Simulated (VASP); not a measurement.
A run of VASP 6.6.1 is set up as follows.

The input INCAR:

```
SYSTEM = Hf2S
PREC = Accurate ; ENCUT = 520
EDIFF = 1E-6 ; ISMEAR = 0
SIGMA = 0.1 ; LREAL = .FALSE.
LASPH = .TRUE. ; NELM = 100
ALGO = Normal ; ISIF = 2
LWAVE = .FALSE. ; LCHARG = .TRUE.
GGA = CA ; LELF = .TRUE.
LVHAR = .TRUE. ; NBANDS = 35
```

File KPOINTS:

```
regular mesh
0
G
  12 12 4
  0 0 0
```

POSCAR

```
Hf2S
1.0
    3.3881782364      0.0000000000      0.0000000000
   -1.6940891182      2.9342484253      0.0000000000
    0.0000000000      0.0000000000     11.8050411630
Hf S
4 2
Direct
    0.6666666667      0.3333333333      0.8993957667
    0.3333333333      0.6666666667      0.3993957667
    0.6666666667      0.3333333333      0.6006042333
    0.3333333333      0.6666666667      0.1006042333
    0.0000000000      0.0000000000      0.7500000000
    0.0000000000      0.0000000000      0.2500000000
```

Potentials or basis: VASP PAW LDA potentials, release 64 (Hf_pv, S).

Command:

```console
$ cat potpaw_LDA.64/Hf_pv/POTCAR potpaw_LDA.64/S/POTCAR > POTCAR
$ mpirun -np 1 vasp_std > vasp.out
```

Task: What does it give for the pressure?

Result: -8.4 GPa.

Task: What does it give for the band gap on the k mesh?

Result: Zero (bands 26 and 27 overlap by 0.91 eV).

Task: Estimate the largest force.

Result: 0.132 eV/Å.

Stress tensor (GPa, compression positive):
```
-7.90  0.00  0.00
 0.00 -7.90  0.00
 0.00  0.00 -9.32
```

Caveat: the cell stands under tension; spin-orbit coupling is left out, which moves the levels of the heavy elements.
